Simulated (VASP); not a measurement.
# Hf2C (P4_2/mnm) in VASP: a series of runs, part 2 of 2

VASP 6.6.1.

**3. Single point, r2SCAN**

This run uses another cell than the first one, of 16.33 Å³/atom.

POSCAR reads:

```
Hf2C
1.0
    5.4060174084      0.0000000000      0.0000000000
    0.0000000000      5.4060174084      0.0000000000
    0.0000000000      0.0000000000      3.3526924077
Hf C
4 2
Direct
    0.2976446784      0.2976446784      0.0000000000
    0.7023553216      0.7023553216      0.0000000000
    0.7976446784      0.2023553216      0.5000000000
    0.2023553216      0.7976446784      0.5000000000
    0.0000000000      0.0000000000      0.0000000000
    0.5000000000      0.5000000000      0.5000000000
```

INCAR.step1 reads:

```
PREC     = Accurate       # precision mode
ENCUT    = 520            # plane-wave cutoff, eV
ISMEAR   = 0              # smearing method
SIGMA    = 0.1            # smearing width, eV
LREAL    = False          # projectors in reciprocal space
LASPH    = True           # aspherical terms in the spheres
NELM     = 60             # most SCF steps
NBANDS   = 33             # bands
GGA      = PE             # functional
ALGO     = Normal         # electronic algorithm
EDIFF    = 1E-4           # SCF threshold, eV
LWAVE    = True           # write WAVECAR
LCHARG   = False          # write CHGCAR
```

INCAR.step2 reads:

```
PREC     = Accurate       # precision mode
ENCUT    = 520            # plane-wave cutoff, eV
EDIFF    = 1E-7           # SCF threshold, eV
ISMEAR   = 0              # smearing method
SIGMA    = 0.1            # smearing width, eV
LREAL    = False          # projectors in reciprocal space
LASPH    = True           # aspherical terms in the spheres
NELM     = 60             # most SCF steps
ALGO     = Normal         # electronic algorithm
ISIF     = 2              # what is computed and relaxed
LWAVE    = False          # write WAVECAR
LCHARG   = True           # write CHGCAR
METAGGA  = R2SCAN         # meta-GGA
LMIXTAU  = True         
LELF     = True           # ELF
LVHAR    = True         
NBANDS   = 33             # bands
ISTART   = 1
```

KPOINTS reads:

```
Automatic mesh
0
Gamma
  8 8 12
```

Potentials or basis: VASP PAW PBE potentials, release 64 (Hf_pv, C).

Launch:

```bash
> cat potpaw_PBE.64/Hf_pv/POTCAR potpaw_PBE.64/C/POTCAR > POTCAR
> cp INCAR.step1 INCAR
> mpirun -np 1 vasp_std > vasp.out
> cp INCAR.step2 INCAR
> mpirun -np 1 vasp_std > vasp.out
```

OUTCAR:

```text
PREC = Accurate
   ENCUT = 520
   EDIFF = 1E-7
   ISMEAR = 0
   LREAL = False
   LASPH = True
   NELM = 60
   ISIF = 2
   METAGGA = R2SCAN
   ISTART = 1

 ion  position               nearest neighbor table
   1  0.298  0.298  0.000-   5 2.28   6 2.28   6 2.28   2 3.09   4 3.22   3 3.22   4 3.22   3 3.22
                             4 3.22   4 3.22   3 3.22   3 3.22
   2  0.702  0.702  0.000-   5 2.28   6 2.28   6 2.28   1 3.09   4 3.22   3 3.22   4 3.22   3 3.22
                             3 3.22   3 3.22   4 3.22   4 3.22
   3  0.798  0.202  0.500-   6 2.28   5 2.28   5 2.28   4 3.09   1 3.22   1 3.22   2 3.22   2 3.22
                             2 3.22   2 3.22   1 3.22   1 3.22
   4  0.202  0.798  0.500-   6 2.28   5 2.28   5 2.28   3 3.09   1 3.22   1 3.22   2 3.22   2 3.22
                             1 3.22   1 3.22   2 3.22   2 3.22
   5  0.000  0.000  0.000-   1 2.28   2 2.28   3 2.28   4 2.28   3 2.28   4 2.28
   6  0.500  0.500  0.500-   3 2.28   4 2.28   1 2.28   2 2.28   1 2.28   2 2.28

  LATTYP: Found a simple tetragonal cell.
 ALAT       =     5.4060174084
 C/A-ratio  =     0.6201778785

  Lattice vectors:

 A1 = (   5.4060174084,   0.0000000000,   0.0000000000)
 A2 = (   0.0000000000,   5.4060174084,   0.0000000000)
 A3 = (   0.0000000000,   0.0000000000,   3.3526924077)

Analysis of symmetry for initial positions (statically):
=====================================================================
 Subroutine PRICEL returns:
 Original cell was already a primitive cell.

 Routine SETGRP: Setting up the symmetry group for a
 simple tetragonal supercell.

 Subroutine GETGRP returns: Found 16 space group operations
 (whereof  8 operations were pure point group operations)
 out of a pool of 16 trial point group operations.

The static configuration has the point symmetry D_2h.
 The point group associated with its full space group is D_4h.

Analysis of symmetry for dynamics (positions and initial velocities):
=====================================================================
 Subroutine PRICEL returns:
[... 141 lines left out ...]
  Thomas-Fermi vector in A             =   2.422368
   LORBIT       =      0    0 simple, 1 ext, 2 COOP (PROOUT), +10 PAW based schemes
   METAGGA = R2SCAN    functional components
   LHFCALC =     F    Hartree Fock is set to
   AEXX    =    0.0000 exact exchange contribution
   IVDW    =     0    specifies the selected vdW correction
   LEPSILON=     F    determine dielectric tensor
   LRPA    =     F    only Hartree local field effects (RPA)
 non-spin polarized calculation
 Gauss-broadening in eV      SIGMA  =   0.10
  energy-cutoff  :      520.00
  volume of cell :       97.98
 maximum number of plane-waves:      2670
   NGX = 21   NGY = 21   NGZ = 13

 number of electron      48.0000005 magnetization

 Free energy of the ion-electron system (eV)
  ---------------------------------------------------
  ext. energy  EPLUGINS =         0.00000000
  ---------------------------------------------------
  free energy    TOTEN  =      -204.87607494 eV

  energy without entropy =     -204.86182169  energy(sigma->0) =     -204.86894832

 E-fermi :   4.9590     XC(G=0): -12.4850

 val. band max:        4.9492389369   @ k =   0.2500   0.1250   0.3333
 cond. band min:       4.9616933460   @ k =   0.3750   0.1250   0.1667
 fundamental gap:      0.0124544091
 Fermi energy:         4.9590362912

 k-point     1 :       0.0000    0.0000    0.0000
  band No.  band energies     occupation
      1     -26.7383      2.00000
      2     -26.5782      2.00000
      3     -26.4389      2.00000
      4     -26.4389      2.00000
      5     -26.2641      2.00000
      6     -26.0661      2.00000
[... 853 lines left out ...]
     32       9.1735      0.00000
     33       9.8956      0.00000

 [... further k-points ...]

------------------------ aborting loop because EDIFF is reached ----------------------------------------

  FORCE on cell =-STRESS in cart. coord.  units (eV):
  Direction    XX          YY          ZZ          XY          YZ          ZX
  --------------------------------------------------------------------------------------
  -------------------------------------------------------------------------------------
  Total       -0.5594373     -0.5594373     -0.5278025      0.0000000      0.0000000      0.0000000
  in kB       -9.1477321     -9.1477321     -8.6304499      0.0000000      0.0000000      0.0000000
  external PRESSURE =      -8.9753047 kB  Pullay stress =       0.0000000 kB

 VOLUME and BASIS-vectors are now :
 -----------------------------------------------------------------------------
  energy-cutoff  :      520.00
  volume of cell :       97.98
      direct lattice vectors                 reciprocal lattice vectors
     5.406017408  0.000000000  0.000000000     0.184979057  0.000000000  0.000000000
     0.000000000  5.406017408  0.000000000     0.000000000  0.184979057  0.000000000
     0.000000000  0.000000000  3.352692408     0.000000000  0.000000000  0.298267744

 POSITION                                       TOTAL-FORCE (eV/Angst)
 -----------------------------------------------------------------------------------
      1.60907      1.60907      0.00000         0.003287      0.003287      0.000000
      3.79695      3.79695      0.00000        -0.003287     -0.003287     -0.000000
      4.31208      1.09394      1.67635         0.003287     -0.003287     -0.000000
      1.09394      4.31208      1.67635        -0.003287      0.003287      0.000000
      0.00000      0.00000      0.00000        -0.000000      0.000000      0.000000
      2.70301      2.70301      1.67635        -0.000000      0.000000      0.000000
 -----------------------------------------------------------------------------------
    total drift:                                0.000000     -0.000000     -0.000000

  FREE ENERGIE OF THE ION-ELECTRON SYSTEM (eV)
  ---------------------------------------------------
  free  energy   TOTEN  =      -204.8760749373 eV

  energy  without entropy=     -204.8618216948  energy(sigma->0) =     -204.86894832
```

OUTCAR.step1:

```text
PREC = Accurate
   ENCUT = 520
   ISMEAR = 0
   LREAL = False
   LASPH = True
[... 1106 lines left out ...]
      4.31208      1.09394      1.67635        -0.023974      0.023974      0.000000
      1.09394      4.31208      1.67635         0.023974     -0.023974     -0.000000
      0.00000      0.00000      0.00000         0.000000      0.000000     -0.000000
      2.70301      2.70301      1.67635         0.000000      0.000000     -0.000000
 -----------------------------------------------------------------------------------
    total drift:                                0.000000     -0.000000     -0.000000

  FREE ENERGIE OF THE ION-ELECTRON SYSTEM (eV)
  ---------------------------------------------------
  free  energy   TOTEN  =       -61.8940026906 eV

  energy  without entropy=      -61.8785448819  energy(sigma->0) =      -61.88627379
```

It took 24 min on 1 thread of Intel Xeon 8259CL, shared host; peak memory 0.4 GiB.

What came out:

```
Free energy            : -204.8761 eV
Pressure               : -0.9 GPa
Largest force          : 0.005 eV/Å
Band gap on the k mesh : zero (bands 24 and 25 overlap by 2.33 eV)
```

Forces on the atoms (eV/Å):
```
Hf   0.003  0.003  0.000
Hf  -0.003 -0.003  0.000
Hf   0.003 -0.003  0.000
Hf  -0.003  0.003  0.000
C    0.000  0.000  0.000
C    0.000  0.000  0.000
```

Caveat: the PAW data sets were made with another functional, which shifts forces and pressure a little; spin-orbit coupling is left out, which moves the levels of the heavy elements.
